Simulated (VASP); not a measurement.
# Cs (Pm-3m) in VASP: further runs, part 2 of 2

VASP 6.6.1.

## Step 4: Single point, LDA (97.77 Å³/atom)

This run uses another cell than the first one, of 97.77 Å³/atom.

INCAR reads:

```
SYSTEM = Cs
PREC = Accurate
ENCUT = 520
EDIFF = 1E-6
ISMEAR = -1
SIGMA = 0.1
LREAL = .FALSE.
LASPH = .TRUE.
NELM = 80
ALGO = Normal
ISIF = 2
LWAVE = .FALSE.
LCHARG = .FALSE.
NBANDS = 10
```

KPOINTS reads:

```
Automatic mesh
0
G
  8 8 8
  0 0 0
```

POSCAR reads:

```
Cs
1.0
    4.6068439306      0.0000000000      0.0000000000
    0.0000000000      4.6068439306      0.0000000000
    0.0000000000      0.0000000000      4.6068439306
Cs
1
Direct
    0.0000000000      0.0000000000      0.0000000000
```

Potentials or basis: VASP PAW LDA potentials, release 64 (Cs_sv).

The run is started by

```console
$ cat potpaw_LDA.64/Cs_sv/POTCAR > POTCAR
$ mpirun -np 1 vasp_std > vasp.out
```

OUTCAR:

```text
SYSTEM = Cs
   PREC = Accurate
   ENCUT = 520
   EDIFF = 1E-6
   ISMEAR = -1
   LREAL = .FALSE.
   LASPH = .TRUE.
   NELM = 80
   ISIF = 2

 ion  position               nearest neighbor table
   1  0.000  0.000  0.000-

  LATTYP: Found a simple cubic cell.
 ALAT       =     4.6068439306

  Lattice vectors:

 A1 = (   4.6068439306,   0.0000000000,   0.0000000000)
 A2 = (   0.0000000000,   4.6068439306,   0.0000000000)
 A3 = (   0.0000000000,   0.0000000000,   4.6068439306)

Analysis of symmetry for initial positions (statically):
=====================================================================
 Subroutine PRICEL returns:
 Original cell was already a primitive cell.

 Routine SETGRP: Setting up the symmetry group for a
 simple cubic supercell.

 Subroutine GETGRP returns: Found 48 space group operations
 (whereof 48 operations were pure point group operations)
 out of a pool of 48 trial point group operations.

The static configuration has the point symmetry O_h .

Analysis of symmetry for dynamics (positions and initial velocities):
=====================================================================
 Subroutine PRICEL returns:
 Original cell was already a primitive cell.

 Routine SETGRP: Setting up the symmetry group for a
 simple cubic supercell.

 Subroutine GETGRP returns: Found 48 space group operations
 (whereof 48 operations were pure point group operations)
 out of a pool of 48 trial point group operations.

The dynamic configuration has the point symmetry O_h .

 Subroutine INISYM returns: Found 48 space group operations
 (whereof 48 operations are pure point group operations),
 and found     1 'primitive' translations

----------------------------------------------------------------------------------------

                                     Primitive cell

  volume of cell :      97.7711

  direct lattice vectors                    reciprocal lattice vectors
     4.606843931  0.000000000  0.000000000     0.217068348  0.000000000  0.000000000
     0.000000000  4.606843931  0.000000000     0.000000000  0.217068348  0.000000000
     0.000000000  0.000000000  4.606843931     0.000000000  0.000000000  0.217068348

  length of vectors
     4.606843931  4.606843931  4.606843931     0.217068348  0.217068348  0.217068348

  position of ions in fractional coordinates (direct lattice)
     0.000000000  0.000000000  0.000000000

  ion indices of the primitive-cell ions
   primitive index   ion index
                 1           1

----------------------------------------------------------------------------------------

 KPOINTS: Automatic mesh

Automatic generation of k-mesh.
 Grid dimensions read from file:
 generate k-points for:    8    8    8

 Generating k-lattice:

  Cartesian coordinates                     Fractional coordinates (reciprocal lattice)
     0.027133543  0.000000000  0.000000000     0.125000000  0.000000000  0.000000000
     0.000000000  0.027133543  0.000000000     0.000000000  0.125000000  0.000000000
     0.000000000  0.000000000  0.027133543     0.000000000  0.000000000  0.125000000

  Length of vectors
     0.027133543  0.027133543  0.027133543

  Shift w.r.t. Gamma in fractional coordinates (k-lattice)
     0.000000000  0.000000000  0.000000000

 Subroutine IBZKPT returns following result:
 ===========================================

 Found     35 irreducible k-points:

 Following reciprocal coordinates:
            Coordinates               Weight
  0.000000  0.000000  0.000000      1.000000
  0.125000  0.000000  0.000000      6.000000
  0.250000  0.000000  0.000000      6.000000
  0.375000  0.000000  0.000000      6.000000
  0.500000  0.000000  0.000000      3.000000
  0.125000  0.125000  0.000000     12.000000
[... 16 lines left out ...]
  0.375000  0.375000  0.125000     24.000000
  0.500000  0.375000  0.125000     24.000000
 [... further k-points ...]
   k-points           NKPTS =     35   k-points in BZ     NKDIM =     35   number of bands    NBANDS=     10
   number of dos      NEDOS =    301   number of ions     NIONS =      1
   total plane-waves  NPLWV =  46656
   dimension x,y,z NGX =    36 NGY =   36 NGZ =   36
   dimension x,y,z NGXF=    72 NGYF=   72 NGZF=   72
   ions per type =               1
   NGX,Y,Z   is equivalent  to a cutoff of  12.99, 12.99, 12.99 a.u.
   NGXF,Y,Z  is equivalent  to a cutoff of  25.98, 25.98, 25.98 a.u.
 SYSTEM =  Cs
   PREC   = accura    normal or accurate (medium, high low for compatibility)
   ISTART =      0    job   : 0-new  1-cont  2-samecut
   ICHARG =      2    charge: 1-file 2-atom 10-const
   ISPIN  =      1    spin polarized calculation?
   LNONCOLLINEAR =      F non collinear calculations
   LSORBIT =      F    spin-orbit coupling
   LASPH  =      T    aspherical Exc in radial PAW
   ENCUT  =  520.0 eV  38.22 Ry    6.18 a.u.   8.57  8.57  8.57*2*pi/ulx,y,z
   NELM   =     80;   NELMIN=  2; NELMDL= -5     # of ELM steps
   EDIFF  = 0.1E-05   stopping-criterion for ELM
   LREAL  =      F    real-space projection
   EDIFFG = 0.1E-04   stopping-criterion for IOM
   NSW    =      0    number of steps for IOM
   IBRION =     -1    ionic relax: 0-MD 1-quasi-New 2-CG
   NFREE  =      0    steps in history (QN), initial steepest desc. (CG)
   ISIF   =      2    stress and relaxation
   ISYM   =      2    0-nonsym 1-usesym 2-fastsym
   POTIM  = 0.5000    time-step for ionic-motion
   TEBEG  =    0.0;   TEEND  =   0.0 temperature during run
   PSTRESS=    0.0 pullay stress
   NELECT =       9.0000    total number of electrons
   NUPDOWN=      -1.0000    fix difference up-down
   EMIN   =  10.00;   EMAX   =-10.00  energy-range for DOS
   EFERMI =   0.00;   METHOD = LEGACY
   ISMEAR =    -1;   SIGMA  =   0.10  broadening in eV -4-tet -1-fermi 0-gaus
   EFERMI_NEDOS =   21; number of points for ismear=-14 and -15
   IALGO  =     38    algorithm
   IMIX   =      4    mixing-type and parameters
     AMIX     =   0.40;   BMIX     =  1.00
     AMIX_MAG =   1.60;   BMIX_MAG =  1.00
  volume/ion in A,a.u.               =      97.77       659.79
  Fermi-wavevector in a.u.,A,eV,Ry     =   0.739183  1.396854  7.434115  0.546392
  Thomas-Fermi vector in A             =   1.833285
   LORBIT       =      0    0 simple, 1 ext, 2 COOP (PROOUT), +10 PAW based schemes
   GGA     = CA    functional components
   LHFCALC =     F    Hartree Fock is set to
   AEXX    =    0.0000 exact exchange contribution
   IVDW    =     0    specifies the selected vdW correction
   LEPSILON=     F    determine dielectric tensor
   LRPA    =     F    only Hartree local field effects (RPA)
 non-spin polarized calculation
  energy-cutoff  :      520.00
  volume of cell :       97.77
 maximum number of plane-waves:      2666
 NGX is ok and might be reduce to    36
   NGX = 17   NGY = 17   NGZ = 17

 number of electron       9.0000002 magnetization

 Free energy of the ion-electron system (eV)
  ---------------------------------------------------
  ext. energy  EPLUGINS =         0.00000000
  ---------------------------------------------------
  free energy    TOTEN  =        -0.90692879 eV

  energy without entropy =       -0.86226289  energy(sigma->0) =       -0.88459584

 E-fermi :   0.7521     XC(G=0):  -5.9630

 val. band max:        0.7055012266   @ k =   0.3750   0.2500   0.1250
 cond. band min:       0.8350847717   @ k =   0.5000   0.5000   0.0000
 fundamental gap:      0.1295835450
 Fermi energy:         0.7521042665

 k-point     1 :       0.0000    0.0000    0.0000
  band No.  band energies     occupation
      1     -23.1753      2.00000
      2      -9.8263      2.00000
      3      -9.8263      2.00000
      4      -9.8263      2.00000
      5      -1.0955      2.00000
      6       1.9244      0.00002
      7       1.9244      0.00002
      8       5.5967      0.00000
      9       5.5967      0.00000
     10       5.5967      0.00000
[... 287 lines left out ...]
 k-point    24 :       0.5000    0.3750    0.1250
  band No.  band energies     occupation
      1     -23.1362      2.00000
      2     -10.1363      2.00000
      3     -10.0815      2.00000
      4      -9.8174      2.00000
      5       1.0022      0.15156
      6       1.9367      0.00001
      7       2.8381      0.00000
      8       3.0900      0.00000
      9       4.3663      0.00000
     10       4.5566      0.00000

 [... further k-points ...]

------------------------ aborting loop because EDIFF is reached ----------------------------------------

  FORCE on cell =-STRESS in cart. coord.  units (eV):
  Direction    XX          YY          ZZ          XY          YZ          ZX
  --------------------------------------------------------------------------------------
  -------------------------------------------------------------------------------------
  Total        0.0859001      0.0859001      0.0859001      0.0000000     -0.0000000      0.0000000
  in kB        1.4076471      1.4076471      1.4076471      0.0000000     -0.0000000      0.0000000
  external PRESSURE =       1.4076471 kB  Pullay stress =       0.0000000 kB

 VOLUME and BASIS-vectors are now :
 -----------------------------------------------------------------------------
  energy-cutoff  :      520.00
  volume of cell :       97.77
      direct lattice vectors                 reciprocal lattice vectors
     4.606843931  0.000000000  0.000000000     0.217068348  0.000000000  0.000000000
     0.000000000  4.606843931  0.000000000     0.000000000  0.217068348  0.000000000
     0.000000000  0.000000000  4.606843931     0.000000000  0.000000000  0.217068348

 POSITION                                       TOTAL-FORCE (eV/Angst)
 -----------------------------------------------------------------------------------
      0.00000      0.00000      0.00000         0.000000      0.000000      0.000000
 -----------------------------------------------------------------------------------
    total drift:                                0.000000      0.000000     -0.000000

  FREE ENERGIE OF THE ION-ELECTRON SYSTEM (eV)
  ---------------------------------------------------
  free  energy   TOTEN  =        -0.9069287948 eV

  energy  without entropy=       -0.8622628884  energy(sigma->0) =       -0.88459584
```

Run time: 8.4 s. Hardware: 1 thread of AMD EPYC 9R45 (Zen 5), shared host; peak memory 0.15 GiB.

Results:

```yaml
Free_energy: -0.9069 eV
Pressure: 0.1 GPa
Band_gap_on_the_k_mesh: zero (an odd number of electrons rules out a gap without spin polarisation)
```

Caveat: spin-orbit coupling is left out, which moves the levels of the heavy elements.

## Step 5: The runs side by side

| cell | k mesh | gap on the mesh (eV) | pressure (GPa) |
| --- | --- | --- | --- |
| a = 4.737 Å, 1 atom | 7 × 7 × 7 | none | 0.0 |
| a = 4.539 Å, 1 atom | 8 × 8 × 8 | none | 0.2 |
| a = 4.607 Å, 1 atom | 8 × 8 × 8 | none | 0.1 |

Alike in all rows: task single point; level LDA; potentials or basis VASP PAW LDA potentials, release 64 (Cs_sv); no spin polarisation; cutoff (eV) 520; smearing fermi-dirac 0.1 eV.

Caveats: spin-orbit coupling is left out, which moves the levels of the heavy elements.

Absolute energies hang on the potentials; compare differences alone.

The gap in the log of VASP goes by the Fermi energy; the results here count the filled bands.